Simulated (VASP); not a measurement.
# CdTe (zincblende type) (F-43m) in VASP: further runs

The runs below take CdTe (zincblende type) through single point, with LDA.

Program: VASP 6.6.1. These are calculated values, not measurements. Logs are shortened: lines on timing, memory, paths and dates and some standing lists are left out, and cuts for length are marked.

## (1) The cell of the first run

Symmetry: F-43m, No. 216, cubic system. The conventional cell has a = 6.407 Å, b = 6.407 Å, c = 6.407 Å, α = 90.00°, β = 90.00°, γ = 90.00°. Cd (site symmetry -43m) has 4 Te at 2.77 Å within 3.7 Å. Within 3.7 Å of Te (site symmetry -43m) lie 4 Cd at 2.77 Å.

## (2) Single point, LDA

Input file INCAR:

```
PREC = Accurate ; ENCUT = 520
EDIFF = 1E-6 ; ISMEAR = -1
SIGMA = 0.02 ; LREAL = False
LASPH = True ; NELM = 80
ALGO = Normal ; ISIF = 2
LWAVE = False ; LCHARG = False
NBANDS = 26
```

Input file KPOINTS:

```
Automatic mesh
0
Gamma
  7 5 7
```

Input file POSCAR:

```
CdTe
1.0
   -3.2036917475      3.2036917475      0.0000000000
    0.0000000000      0.0000000000      6.4073834950
    3.2036917475      3.2036917475      0.0000000000
Cd Te
2 2
Direct
    0.0000000000      0.0000000000      0.0000000000
    0.5000000000      0.5000000000      0.5000000000
    0.0000000000      0.2500000000      0.5000000000
    0.5000000000      0.7500000000      0.0000000000
```

Potentials or basis: VASP PAW LDA potentials, release 64 (Cd, Te).

On the command line:

```sh
$ cat potpaw_LDA.64/Cd/POTCAR potpaw_LDA.64/Te/POTCAR > POTCAR
$ mpirun -np 1 vasp_std > vasp.out
```

OUTCAR:

```text
PREC = Accurate
   ENCUT = 520
   EDIFF = 1E-6
   ISMEAR = -1
   LREAL = False
   LASPH = True
   NELM = 80
   ISIF = 2

 ion  position               nearest neighbor table
   1  0.000  0.000  0.000-   3 2.77   4 2.77   3 2.77   4 2.77
   2  0.500  0.500  0.500-   3 2.77   4 2.77   4 2.77   3 2.77
   3  0.000  0.250  0.500-   1 2.77   2 2.77   1 2.77   2 2.77
   4  0.500  0.750  0.000-   1 2.77   2 2.77   2 2.77   1 2.77

  LATTYP: Found a simple tetragonal cell.
 ALAT       =     4.5307043190
 C/A-ratio  =     1.4142135624

  Lattice vectors:

 A1 = (   3.2036917475,  -3.2036917475,   0.0000000000)
 A2 = (   3.2036917475,   3.2036917475,   0.0000000000)
 A3 = (   0.0000000000,   0.0000000000,   6.4073834950)

Analysis of symmetry for initial positions (statically):
=====================================================================
 Subroutine PRICEL returns following result:

  LATTYP: Found a face centered cubic cell.
 ALAT       =     6.4073834950

  Lattice vectors:

 A1 = (   3.2036917475,   0.0000000000,   3.2036917475)
 A2 = (   3.2036917475,   3.2036917475,   0.0000000000)
 A3 = (   0.0000000000,   3.2036917475,   3.2036917475)

   2 primitive cells build up your supercell.

 Routine SETGRP: Setting up the symmetry group for a
 simple tetragonal supercell.

 Subroutine GETGRP returns: Found  8 space group operations
 (whereof  8 operations were pure point group operations)
 out of a pool of 16 trial point group operations.

The static configuration has the point symmetry D_2d.

Analysis of symmetry for dynamics (positions and initial velocities):
=====================================================================
 Subroutine PRICEL returns following result:

  LATTYP: Found a face centered cubic cell.
 ALAT       =     6.4073834950

  Lattice vectors:

 A1 = (   3.2036917475,   0.0000000000,   3.2036917475)
 A2 = (   3.2036917475,   3.2036917475,   0.0000000000)
 A3 = (   0.0000000000,   3.2036917475,   3.2036917475)

   2 primitive cells build up your supercell.

 Routine SETGRP: Setting up the symmetry group for a
 simple tetragonal supercell.

 Subroutine GETGRP returns: Found  8 space group operations
 (whereof  8 operations were pure point group operations)
 out of a pool of 16 trial point group operations.

The dynamic configuration has the point symmetry D_2d.

[... 87 lines left out ...]
   NGXF,Y,Z  is equivalent  to a cutoff of  26.42, 24.91, 26.42 a.u.
 SYSTEM =  unknown system
   PREC   = accura    normal or accurate (medium, high low for compatibility)
   ISTART =      0    job   : 0-new  1-cont  2-samecut
   ICHARG =      2    charge: 1-file 2-atom 10-const
   ISPIN  =      1    spin polarized calculation?
   LNONCOLLINEAR =      F non collinear calculations
   LSORBIT =      F    spin-orbit coupling
   LASPH  =      T    aspherical Exc in radial PAW
   ENCUT  =  520.0 eV  38.22 Ry    6.18 a.u.   8.42 11.91  8.42*2*pi/ulx,y,z
   NELM   =     80;   NELMIN=  2; NELMDL= -5     # of ELM steps
   EDIFF  = 0.1E-05   stopping-criterion for ELM
   LREAL  =      F    real-space projection
   EDIFFG = 0.1E-04   stopping-criterion for IOM
   NSW    =      0    number of steps for IOM
   IBRION =     -1    ionic relax: 0-MD 1-quasi-New 2-CG
   NFREE  =      0    steps in history (QN), initial steepest desc. (CG)
   ISIF   =      2    stress and relaxation
   ISYM   =      2    0-nonsym 1-usesym 2-fastsym
   POTIM  = 0.5000    time-step for ionic-motion
   TEBEG  =    0.0;   TEEND  =   0.0 temperature during run
   PSTRESS=    0.0 pullay stress
   NELECT =      36.0000    total number of electrons
   NUPDOWN=      -1.0000    fix difference up-down
   EMIN   =  10.00;   EMAX   =-10.00  energy-range for DOS
   EFERMI =   0.00;   METHOD = LEGACY
   ISMEAR =    -1;   SIGMA  =   0.02  broadening in eV -4-tet -1-fermi 0-gaus
   EFERMI_NEDOS =   21; number of points for ismear=-14 and -15
   IALGO  =     38    algorithm
   IMIX   =      4    mixing-type and parameters
     AMIX     =   0.40;   BMIX     =  1.00
     AMIX_MAG =   1.60;   BMIX_MAG =  1.00
  volume/ion in A,a.u.               =      32.88       221.90
  Fermi-wavevector in a.u.,A,eV,Ry     =   1.062931  2.008648 15.372157  1.129822
  Thomas-Fermi vector in A             =   2.198398
   LORBIT       =      0    0 simple, 1 ext, 2 COOP (PROOUT), +10 PAW based schemes
   GGA     = CA    functional components
   LHFCALC =     F    Hartree Fock is set to
   AEXX    =    0.0000 exact exchange contribution
   IVDW    =     0    specifies the selected vdW correction
   LEPSILON=     F    determine dielectric tensor
   LRPA    =     F    only Hartree local field effects (RPA)
 non-spin polarized calculation
  energy-cutoff  :      520.00
  volume of cell :      131.53
 maximum number of plane-waves:      3563
 NGX is ok and might be reduce to    36
   NGX = 17   NGY = 23   NGZ = 17

 number of electron      36.0000008 magnetization

 Free energy of the ion-electron system (eV)
  ---------------------------------------------------
  ext. energy  EPLUGINS =         0.00000000
  ---------------------------------------------------
  free energy    TOTEN  =       -12.10177068 eV

  energy without entropy =      -12.10177068  energy(sigma->0) =      -12.10177068

 E-fermi :   2.8180     XC(G=0):  -9.0952

 val. band max:        2.4781876107   @ k =   0.0000   0.0000   0.0000
 cond. band min:       3.1349938976   @ k =   0.0000   0.0000   0.0000
 fundamental gap:      0.6568062869
 Fermi energy:         2.8180271353

 k-point     1 :       0.0000    0.0000    0.0000
  band No.  band energies     occupation
      1      -8.9647      2.00000
      2      -8.3935      2.00000
      3      -5.9393      2.00000
      4      -5.9393      2.00000
      5      -5.9393      2.00000
      6      -5.7736      2.00000
[... 685 lines left out ...]
     25       9.2729      0.00000
     26       9.3280      0.00000

 [... further k-points ...]
[... 5 lines left out ...]
  --------------------------------------------------------------------------------------
  -------------------------------------------------------------------------------------
  Total        0.2442758      0.2442758      0.2308430      0.0000000     -0.0000000      0.0000000
  in kB        2.9756295      2.9756295      2.8119988      0.0000000     -0.0000000      0.0000000
  external PRESSURE =       2.9210859 kB  Pullay stress =       0.0000000 kB

 VOLUME and BASIS-vectors are now :
 -----------------------------------------------------------------------------
  energy-cutoff  :      520.00
  volume of cell :      131.53
      direct lattice vectors                 reciprocal lattice vectors
    -3.203691748  3.203691748  0.000000000    -0.156069947  0.156069947  0.000000000
     0.000000000  0.000000000  6.407383495     0.000000000  0.000000000  0.156069947
     3.203691748  3.203691748  0.000000000     0.156069947  0.156069947  0.000000000

 POSITION                                       TOTAL-FORCE (eV/Angst)
 -----------------------------------------------------------------------------------
      0.00000      0.00000      0.00000         0.000000     -0.000000      0.000000
      0.00000      3.20369      3.20369        -0.000000      0.000000      0.000000
      1.60185      1.60185      1.60185         0.000000     -0.000000     -0.000000
     -1.60185      1.60185      4.80554         0.000000     -0.000000     -0.000000
 -----------------------------------------------------------------------------------
    total drift:                                0.000000      0.000000     -0.000001

  FREE ENERGIE OF THE ION-ELECTRON SYSTEM (eV)
  ---------------------------------------------------
  free  energy   TOTEN  =       -12.1017706798 eV

  energy  without entropy=      -12.1017706791  energy(sigma->0) =      -12.10177068
```

OSZICAR:

```text
N       E                     dE             d eps       ncg     rms          rms(c)
DAV:   1     0.227943416924E+03    0.22794E+03   -0.16270E+04  1560   0.121E+03
DAV:   2    -0.113792349145E+01   -0.22908E+03   -0.22157E+03  1702   0.295E+02
DAV:   3    -0.124368796289E+02   -0.11299E+02   -0.11245E+02  1884   0.668E+01
DAV:   4    -0.125847370247E+02   -0.14786E+00   -0.14778E+00  1954   0.653E+00
DAV:   5    -0.125861952481E+02   -0.14582E-02   -0.14582E-02  1832   0.682E-01    0.854E+00
DAV:   6    -0.121464054217E+02    0.43979E+00   -0.86890E-01  1682   0.962E+00    0.677E+00
DAV:   7    -0.121065272245E+02    0.39878E-01   -0.30812E-01  1718   0.287E+00    0.221E+00
DAV:   8    -0.121023138964E+02    0.42133E-02   -0.31945E-02  1658   0.182E+00    0.760E-01
DAV:   9    -0.121018897594E+02    0.42414E-03   -0.34139E-03  1744   0.536E-01    0.209E-01
DAV:  10    -0.121017715976E+02    0.11816E-03   -0.43338E-04  1674   0.195E-01    0.738E-02
DAV:  11    -0.121017729093E+02   -0.13117E-05   -0.17582E-04  1850   0.108E-01    0.255E-02
DAV:  12    -0.121017704130E+02    0.24963E-05   -0.14371E-05  1680   0.374E-02    0.190E-02
DAV:  13    -0.121017706798E+02   -0.26684E-06   -0.54014E-06  1670   0.131E-02
   1 F= -.12101771E+02 E0= -.12101771E+02  d E =-.751262E-09
```

Wall time 28 s (1 thread of Intel Xeon 6975P-C (Granite Rapids), shared host); peak memory 0.25 GiB.

Results:

```yaml
Free_energy: -12.1018 eV
Pressure: 0.3 GPa
Band_gap_on_the_k_mesh: 0.66 eV
```

Caveat: spin-orbit coupling is left out, which moves the levels of the heavy elements.

## (3) Single point, LDA

Input file INCAR:

```
SYSTEM = CdTe
ALGO     = Normal         ! electronic algorithm
EDIFF    = 1E-6           ! SCF threshold, eV
ENCUT    = 520            ! plane-wave cutoff, eV
ISIF     = 2              ! what is computed and relaxed
ISMEAR   = -1             ! smearing method
LASPH    = .True.         ! aspherical terms in the spheres
LCHARG   = .True.         ! write CHGCAR
LELF     = .True.         ! ELF
LREAL    = .False.        ! projectors in reciprocal space
LVHAR    = .True.       
LWAVE    = .False.        ! write WAVECAR
NBANDS   = 26             ! bands
NELM     = 100            ! most SCF steps
PREC     = Accurate       ! precision mode
SIGMA    = 0.02           ! smearing width, eV
```

Input file KPOINTS:

```
k-points
0
Gamma
  7 5 7
  0 0 0
```

POSCAR is that of step 2.

Potentials or basis: VASP PAW LDA potentials, release 64 (Cd, Te).

On the command line:

```sh
$ cat potpaw_LDA.64/Cd/POTCAR potpaw_LDA.64/Te/POTCAR > POTCAR
$ mpirun -np 1 vasp_std > vasp.out
```

It took 30 s on 1 thread of Intel Xeon 6975P-C (Granite Rapids), shared host; peak memory 0.25 GiB.

The run converged. Its results:

```yaml
Free_energy: -12.1018 eV
Pressure: 0.3 GPa
Band_gap_on_the_k_mesh: 0.66 eV
```

Levels at points of the mesh, in eV from the valence-band top:
```csv
k point,band 15,band 16,band 17,band 18,band 19,band 20,band 21,band 22
"(0.00, 0.00, 0.00)",-2.01,0.00,0.00,0.00,0.66,2.37,2.54,4.48
```

Caveat: spin-orbit coupling is left out, which moves the levels of the heavy elements.
